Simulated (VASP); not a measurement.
Input of a VASP 6.6.1 run:

Contents of POSCAR:

```
SiO2
1.0
    5.1355729823      0.0000000000      0.0000000000
   -2.5677864911      4.4475366657      0.0000000000
    0.0000000000      0.0000000000      5.4579692986
Si O
3 6
Direct
    0.0000000000      0.5000000000      0.3333333333
    0.5000000000      0.5000000000      0.6666666667
    0.5000000000      0.0000000000      0.0000000000
    0.5834989535      0.7917494768      0.8333333333
    0.7917494768      0.5834989535      0.5000000000
    0.7917494768      0.2082505232      0.1666666667
    0.4165010465      0.2082505232      0.8333333333
    0.2082505232      0.4165010465      0.5000000000
    0.2082505232      0.7917494768      0.1666666667
```

The input INCAR.step1:

```
ALGO = Normal
EDIFF = 1E-4
ENCUT = 520
GGA = PE
ISMEAR = 0
LASPH = T
LCHARG = F
LREAL = F
LWAVE = T
NBANDS = 34
NELM = 80
PREC = Accurate
SIGMA = 0.05
```

INCAR.step2

```
ALGO = Normal
EDIFF = 1E-6
ENCUT = 520
ISIF = 2
ISMEAR = 0
ISTART = 1
LASPH = T
LCHARG = F
LMIXTAU = T
LREAL = F
LWAVE = F
METAGGA = R2SCAN
NBANDS = 34
NELM = 80
PREC = Accurate
SIGMA = 0.05
```

The input KPOINTS:

```
k-points
0
Gamma
  6 6 4
```

Potentials or basis: VASP PAW PBE potentials, release 64 (Si, O).

Run with:

```console
$ cat potpaw_PBE.64/Si/POTCAR potpaw_PBE.64/O/POTCAR > POTCAR
$ cp INCAR.step1 INCAR
$ mpirun -np 1 vasp_std > vasp.out
$ cp INCAR.step2 INCAR
$ mpirun -np 1 vasp_std > vasp.out
```

**Question.** Estimate the largest force.

**Answer.** 0.164 eV/Å.

**Question.** Estimate the band gap on the k mesh.

**Answer.** 6.21 eV (least direct gap 6.48 eV).

**Question.** Estimate the pressure.

**Answer.** -2.6 GPa.

Forces on the atoms (eV/Å):
```
Si   0.000  0.000  0.000
Si   0.000  0.000  0.000
Si   0.000  0.000  0.000
O   -0.142 -0.082  0.000
O    0.000 -0.164  0.000
O   -0.142  0.082  0.000
O    0.142  0.082  0.000
O    0.000  0.164  0.000
O    0.142 -0.082  0.000
```

Caveat: the cell differs from its parent crystal (strain +0.015 along x and y, -0.015 along z); the PAW data sets were made with another functional, which shifts forces and pressure a little. A k mesh can miss the band edges.
